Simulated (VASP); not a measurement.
Here is a VASP 6.6.1 calculation.

Contents of INCAR:

```
  ALGO = Normal
  EDIFF = 1E-6
  ENCUT = 520
  GGA = PE
  ISIF = 2
  ISMEAR = -1
  ISPIN = 2
  LASPH = True
  LCHARG = False
  LMAXMIX = 4
  LORBIT = 11
  LREAL = False
  LWAVE = False
  MAGMOM = 4
  NBANDS = 14
  NELM = 150
  PREC = Accurate
  SIGMA = 0.1
```

Contents of KPOINTS:

```
k-points
0
Gamma
  13 13 13
```

Contents of POSCAR:

```
Fe
1.0
    0.0000000000      1.7775000000      1.7775000000
    1.7775000000      0.0000000000      1.7775000000
    1.7775000000      1.7775000000      0.0000000000
Fe
1
Direct
    0.0000000000      0.0000000000      0.0000000000
```

Potentials or basis: VASP PAW PBE potentials, release 64 (Fe).

Run with:

```bash
$ cat potpaw_PBE.64/Fe/POTCAR > POTCAR
$ mpirun -np 1 vasp_std > vasp.out
```

Q: Predict the net moment.

A: 1.42 μB per cell.

Q: Predict the pressure.

A: -8.9 GPa.
